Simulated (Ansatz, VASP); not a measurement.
# One calculation of MgCd3Te4, two programs

File INCAR:

```
SYSTEM = MgCd3Te4
PREC = Accurate ; ENCUT = 520
EDIFF = 1E-6 ; ISMEAR = 0
SIGMA = 0.1 ; LREAL = .FALSE.
LASPH = .TRUE. ; NELM = 100
ALGO = Normal ; ISIF = 2
LWAVE = .FALSE. ; LCHARG = .FALSE.
GGA = PE ; NBANDS = 41
```

KPOINTS

```
regular mesh
0
G
  4 4 4
  0 0 0
```

File POSCAR:

```
MgCd3Te4
1.0
    6.1025266100      0.0000000000      0.0000000000
    0.0000000000      6.1025266100      0.0000000000
    0.0000000000      0.0000000000      6.1025266100
Mg Cd Te
1 3 4
Direct
    0.0000000000      0.0000000000      0.0000000000
    0.0000000000      0.5000000000      0.5000000000
    0.5000000000      0.0000000000      0.5000000000
    0.5000000000      0.5000000000      0.0000000000
    0.7500000000      0.7500000000      0.2500000000
    0.7500000000      0.2500000000      0.7500000000
    0.2500000000      0.7500000000      0.7500000000
    0.2500000000      0.2500000000      0.2500000000
```

Input for Ansatz:

```yaml
crystal:
  lattice:
    - [6.10252661, 0.0, 0.0]
    - [0.0, 6.10252661, 0.0]
    - [0.0, 0.0, 6.10252661]
  atoms:
    - { symbol: Mg, position: [0.0, 0.0, 0.0] }
    - { symbol: Cd, position: [0.0, 0.5, 0.5] }
    - { symbol: Cd, position: [0.5, 0.0, 0.5] }
    - { symbol: Cd, position: [0.5, 0.5, 0.0] }
    - { symbol: Te, position: [0.75, 0.75, 0.25] }
    - { symbol: Te, position: [0.75, 0.25, 0.75] }
    - { symbol: Te, position: [0.25, 0.75, 0.75] }
    - { symbol: Te, position: [0.25, 0.25, 0.25] }
basis:
  ecutwfc: 420
kpoints:
  mp_grid: { grid: [4, 4, 4] }
hamiltonian:
  xc: pbe
scf:
  occupations: { method: gaussian, width: 0.1 }
  lower_state_search: "off"
output:
  forces: true
  stress: true
  eigenvalues: true
```

Alike in both runs: task single point; functional PBE; k mesh 4 × 4 × 4; occupations gaussian, width 0.1 eV; no spin polarisation.

|  | VASP | Ansatz |
| --- | --- | --- |
| version | VASP 6.6.1 | Ansatz 0.2.0 |
| potentials or method | VASP PAW PBE potentials, release 64 (Mg, Cd, Te), cutoff 520 eV | scalar-relativistic, plane waves, PAW |
| valence electrons in the cell | 62 | 134 |

|  | VASP | Ansatz | Ansatz less VASP |
| --- | --- | --- | --- |
| gap on the k mesh at the Fermi level (eV) | 1.78 | 1.77 | -0.006 |
| least direct gap on the mesh (eV) | 1.78 | 1.77 | -0.006 |
| pressure (GPa) | 14.1 | 13.9 | -0.22 |

With one functional, cell and mesh, what is left measures potentials, basis and numerics. VASP's potentials hold 62 valence electrons a cell and Ansatz's 134, so a difference there can come from the potentials and not from the codes.

Spin-orbit coupling is off throughout.
